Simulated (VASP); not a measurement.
# NaF (Fm-3m) in VASP: a series of runs, part 2 of 2

VASP 6.6.1. The steps go on from the part before.

## (4) Single point, PBE (volume scaled by 0.85)

INCAR reads:

```
PREC     = Accurate       # precision mode
ENCUT    = 520            # plane-wave cutoff, eV
EDIFF    = 1E-6           # SCF threshold, eV
ISMEAR   = -1             # smearing method
SIGMA    = 0.03           # smearing width, eV
LREAL    = False          # projectors in reciprocal space
LASPH    = True           # aspherical terms in the spheres
NELM     = 80             # most SCF steps
ALGO     = Normal         # electronic algorithm
ISIF     = 2              # what is computed and relaxed
LWAVE    = False          # write WAVECAR
LCHARG   = False          # write CHGCAR
GGA      = PE             # functional
NBANDS   = 14             # bands
```

KPOINTS reads:

```
regular mesh
0
Gamma
  11 11 11
```

POSCAR reads:

```
NaF
1.0
    0.0000000000      2.1653550940      2.1653550940
    2.1653550940      0.0000000000      2.1653550940
    2.1653550940      2.1653550940      0.0000000000
Na F
1 1
Direct
    0.0000000000      0.0000000000      0.0000000000
    0.5000000000      0.5000000000      0.5000000000
```

Potentials or basis: VASP PAW PBE potentials, release 64 (Na_pv, F).

On the command line:

```console
> cat potpaw_PBE.64/Na_pv/POTCAR potpaw_PBE.64/F/POTCAR > POTCAR
> mpirun -np 1 vasp_std > vasp.out
```

OUTCAR:

```text
PREC = Accurate
   ENCUT = 520
   EDIFF = 1E-6
   ISMEAR = -1
   LREAL = False
   LASPH = True
   NELM = 80
   ISIF = 2
   GGA = PE

 ion  position               nearest neighbor table
   1  0.000  0.000  0.000-   2 2.17   2 2.17   2 2.17   2 2.17   2 2.17   2 2.17
   2  0.500  0.500  0.500-   1 2.17   1 2.17   1 2.17   1 2.17   1 2.17   1 2.17

  LATTYP: Found a face centered cubic cell.
 ALAT       =     4.3307101880

  Lattice vectors:

 A1 = (   0.0000000000,   2.1653550940,   2.1653550940)
 A2 = (   2.1653550940,   0.0000000000,   2.1653550940)
 A3 = (   2.1653550940,   2.1653550940,   0.0000000000)

Analysis of symmetry for initial positions (statically):
=====================================================================
 Subroutine PRICEL returns:
 Original cell was already a primitive cell.

 Routine SETGRP: Setting up the symmetry group for a
 face centered cubic supercell.

 Subroutine GETGRP returns: Found 48 space group operations
 (whereof 48 operations were pure point group operations)
 out of a pool of 48 trial point group operations.

The static configuration has the point symmetry O_h .

Analysis of symmetry for dynamics (positions and initial velocities):
=====================================================================
 Subroutine PRICEL returns:
 Original cell was already a primitive cell.

 Routine SETGRP: Setting up the symmetry group for a
 face centered cubic supercell.

 Subroutine GETGRP returns: Found 48 space group operations
 (whereof 48 operations were pure point group operations)
 out of a pool of 48 trial point group operations.

The dynamic configuration has the point symmetry O_h .

 Subroutine INISYM returns: Found 48 space group operations
 (whereof 48 operations are pure point group operations),
 and found     1 'primitive' translations

----------------------------------------------------------------------------------------

                                     Primitive cell

  volume of cell :      20.3057

  direct lattice vectors                    reciprocal lattice vectors
     0.000000000  2.165355094  2.165355094    -0.230909010  0.230909010  0.230909010
     2.165355094  0.000000000  2.165355094     0.230909010 -0.230909010  0.230909010
     2.165355094  2.165355094  0.000000000     0.230909010  0.230909010 -0.230909010

  length of vectors
     3.062274541  3.062274541  3.062274541     0.399946136  0.399946136  0.399946136

  position of ions in fractional coordinates (direct lattice)
     0.000000000  0.000000000  0.000000000
     0.500000000  0.500000000  0.500000000

  ion indices of the primitive-cell ions
   primitive index   ion index
                 1           1
                 2           2

----------------------------------------------------------------------------------------

 KPOINTS: regular mesh

Automatic generation of k-mesh.
 Grid dimensions read from file:
 generate k-points for:   11   11   11

 Generating k-lattice:

  Cartesian coordinates                     Fractional coordinates (reciprocal lattice)
    -0.020991728  0.020991728  0.020991728     0.090909091  0.000000000  0.000000000
     0.020991728 -0.020991728  0.020991728     0.000000000  0.090909091  0.000000000
     0.020991728  0.020991728 -0.020991728     0.000000000  0.000000000  0.090909091

  Length of vectors
     0.036358740  0.036358740  0.036358740

  Shift w.r.t. Gamma in fractional coordinates (k-lattice)
     0.000000000  0.000000000  0.000000000

 Subroutine IBZKPT returns following result:
 ===========================================

 Found     56 irreducible k-points:

 Following reciprocal coordinates:
            Coordinates               Weight
  0.000000  0.000000  0.000000      1.000000
  0.090909  0.000000  0.000000      8.000000
  0.181818  0.000000  0.000000      8.000000
  0.272727  0.000000  0.000000      8.000000
  0.363636  0.000000  0.000000      8.000000
  0.454545  0.000000  0.000000      8.000000
[... 16 lines left out ...]
 -0.272727  0.181818  0.000000     24.000000
 -0.181818  0.181818  0.000000     12.000000
 [... further k-points ...]
   k-points           NKPTS =     56   k-points in BZ     NKDIM =     56   number of bands    NBANDS=     14
   number of dos      NEDOS =    301   number of ions     NIONS =      2
   total plane-waves  NPLWV =  13824
   dimension x,y,z NGX =    24 NGY =   24 NGZ =   24
   dimension x,y,z NGXF=    48 NGYF=   48 NGZF=   48
   ions per type =               1   1
   NGX,Y,Z   is equivalent  to a cutoff of  13.03, 13.03, 13.03 a.u.
   NGXF,Y,Z  is equivalent  to a cutoff of  26.06, 26.06, 26.06 a.u.
 SYSTEM =  unknown system
   PREC   = accura    normal or accurate (medium, high low for compatibility)
   ISTART =      0    job   : 0-new  1-cont  2-samecut
   ICHARG =      2    charge: 1-file 2-atom 10-const
   ISPIN  =      1    spin polarized calculation?
   LNONCOLLINEAR =      F non collinear calculations
   LSORBIT =      F    spin-orbit coupling
   LASPH  =      T    aspherical Exc in radial PAW
   ENCUT  =  520.0 eV  38.22 Ry    6.18 a.u.   5.69  5.69  5.69*2*pi/ulx,y,z
   NELM   =     80;   NELMIN=  2; NELMDL= -5     # of ELM steps
   EDIFF  = 0.1E-05   stopping-criterion for ELM
   LREAL  =      F    real-space projection
   EDIFFG = 0.1E-04   stopping-criterion for IOM
   NSW    =      0    number of steps for IOM
   IBRION =     -1    ionic relax: 0-MD 1-quasi-New 2-CG
   NFREE  =      0    steps in history (QN), initial steepest desc. (CG)
   ISIF   =      2    stress and relaxation
   ISYM   =      2    0-nonsym 1-usesym 2-fastsym
   POTIM  = 0.5000    time-step for ionic-motion
   TEBEG  =    0.0;   TEEND  =   0.0 temperature during run
   PSTRESS=    0.0 pullay stress
   NELECT =      14.0000    total number of electrons
   NUPDOWN=      -1.0000    fix difference up-down
   EMIN   =  10.00;   EMAX   =-10.00  energy-range for DOS
   EFERMI =   0.00;   METHOD = LEGACY
   ISMEAR =    -1;   SIGMA  =   0.03  broadening in eV -4-tet -1-fermi 0-gaus
   EFERMI_NEDOS =   21; number of points for ismear=-14 and -15
   IALGO  =     38    algorithm
   IMIX   =      4    mixing-type and parameters
     AMIX     =   0.40;   BMIX     =  1.00
     AMIX_MAG =   1.60;   BMIX_MAG =  1.00
  volume/ion in A,a.u.               =      10.15        68.51
  Fermi-wavevector in a.u.,A,eV,Ry     =   1.446256  2.733027 28.458697  2.091655
  Thomas-Fermi vector in A             =   2.564345
   LORBIT       =      0    0 simple, 1 ext, 2 COOP (PROOUT), +10 PAW based schemes
   GGA     = PE    functional components
[... 5 lines left out ...]
 non-spin polarized calculation
  energy-cutoff  :      520.00
  volume of cell :       20.31
 maximum number of plane-waves:       560
   NGX = 11   NGY = 11   NGZ = 11

 number of electron      13.9999982 magnetization

 Free energy of the ion-electron system (eV)
  ---------------------------------------------------
  ext. energy  EPLUGINS =         0.00000000
  ---------------------------------------------------
  free energy    TOTEN  =        -8.28757400 eV

  energy without entropy =       -8.28757400  energy(sigma->0) =       -8.28757400

 E-fermi :  -0.4007     XC(G=0): -10.1692

 val. band max:       -1.0422544935   @ k =   0.0000   0.0000   0.0000
 cond. band min:       6.5085631421   @ k =   0.0000   0.0000   0.0000
 fundamental gap:      7.5508176356
 Fermi energy:        -0.4006800747

 k-point     1 :       0.0000    0.0000    0.0000
  band No.  band energies     occupation
      1     -20.6271      2.00000
      2     -19.4407      2.00000
      3     -19.4407      2.00000
      4     -19.4407      2.00000
      5      -1.0423      2.00000
      6      -1.0423      2.00000
      7      -1.0423      2.00000
      8       6.5086      0.00000
      9      19.3865      0.00000
     10      19.3865      0.00000
     11      19.3865      0.00000
     12      22.7042      0.00000
     13      25.1211      0.00000
     14      25.1211      0.00000
[... 375 lines left out ...]
 k-point    24 :      -0.1818    0.1818    0.0000
  band No.  band energies     occupation
      1     -20.9869      2.00000
      2     -19.5068      2.00000
      3     -19.4447      2.00000
      4     -18.9093      2.00000
      5      -2.3315      2.00000
      6      -1.4384      2.00000
      7      -1.2886      2.00000
      8       9.3061      0.00000
      9      15.0168      0.00000
     10      19.5515      0.00000
     11      21.4869      0.00000
     12      22.7861      0.00000
     13      24.3482      0.00000
     14      28.6290      0.00000

 [... further k-points ...]
[... 5 lines left out ...]
  --------------------------------------------------------------------------------------
  -------------------------------------------------------------------------------------
  Total        2.4737450      2.4737450      2.4737450      0.0000000      0.0000000     -0.0000000
  in kB      195.1857662    195.1857662    195.1857662      0.0000000      0.0000000     -0.0000000
  external PRESSURE =     195.1857662 kB  Pullay stress =       0.0000000 kB

 VOLUME and BASIS-vectors are now :
 -----------------------------------------------------------------------------
  energy-cutoff  :      520.00
  volume of cell :       20.31
      direct lattice vectors                 reciprocal lattice vectors
     0.000000000  2.165355094  2.165355094    -0.230909010  0.230909010  0.230909010
     2.165355094  0.000000000  2.165355094     0.230909010 -0.230909010  0.230909010
     2.165355094  2.165355094  0.000000000     0.230909010  0.230909010 -0.230909010

 POSITION                                       TOTAL-FORCE (eV/Angst)
 -----------------------------------------------------------------------------------
      0.00000      0.00000      0.00000        -0.000000     -0.000000     -0.000000
      2.16536      2.16536      2.16536         0.000000      0.000000      0.000000
 -----------------------------------------------------------------------------------
    total drift:                                0.000000     -0.000000      0.000000

  FREE ENERGIE OF THE ION-ELECTRON SYSTEM (eV)
  ---------------------------------------------------
  free  energy   TOTEN  =        -8.2875740050 eV

  energy  without entropy=       -8.2875740050  energy(sigma->0) =       -8.28757400
```

It took 23 s on 1 thread of AMD EPYC 7R13 (Zen 3), shared host; peak memory 0.11 GiB.

Results:

```yaml
Free_energy: -8.2876 eV
Pressure: 19.5 GPa
Band_gap_on_the_k_mesh: 7.55 eV, direct
```

 A k mesh can miss the band edges.

## (5) The runs side by side

| cell | gap on the mesh (eV) | pressure (GPa) |
| --- | --- | --- |
| a = 2.382 Å, angles 60.0°, 2 atoms | 14.69 | 472.2 |
| a = 2.937 Å, angles 60.0°, 2 atoms | 8.50 | 39.7 |
| a = 3.062 Å, angles 60.0°, 2 atoms | 7.55 | 19.5 |

Alike in all rows: task single point; level PBE; potentials or basis VASP PAW PBE potentials, release 64 (Na_pv, F); no spin polarisation; k mesh 11 × 11 × 11; cutoff (eV) 520; smearing fermi-dirac 0.03 eV.

Absolute energies hang on the potentials; compare differences alone.
